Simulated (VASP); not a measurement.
A run of VASP 6.6.1:

The input INCAR:

```
SYSTEM = SiC2
PREC = Accurate ; ENCUT = 600
EDIFF = 1E-6 ; ISMEAR = 0
SIGMA = 0.1 ; LREAL = .FALSE.
LASPH = .TRUE. ; NELM = 100
ALGO = Normal ; ISIF = 3
LWAVE = .FALSE. ; LCHARG = .FALSE.
GGA = PE ; IBRION = 2
NSW = 100 ; EDIFFG = -0.01
```

File KPOINTS:

```
regular mesh
0
G
  18 18 18
  0 0 0
```

The input POSCAR:

```
SiC2
1.0
    1.4560370494      0.8406433824      3.6402794631
   -1.4560370494      0.8406433824      3.6402794631
    0.0000000000     -1.6812867649      3.6402794631
Si C
1 2
Direct
    0.0000000000      0.0000000000      0.0000000000
    0.4381728425      0.4381728425      0.4381728425
    0.5618271575      0.5618271575      0.5618271575
```

Potentials or basis: VASP PAW PBE potentials, release 64 (Si, C).

Launch:

```bash
$ cat potpaw_PBE.64/Si/POTCAR potpaw_PBE.64/C/POTCAR > POTCAR
$ mpirun -np 1 vasp_std > vasp.out
```

Hardware: 1 thread of Intel Xeon 8259CL, on a shared host.

Task: Estimate the wall time of this run.

Result: Run time: 12 min on 1 thread of Intel Xeon 8259CL, on a shared host, peak memory 0.34 GiB. Counts: scf iterations 37, k points 580, ion steps 6.
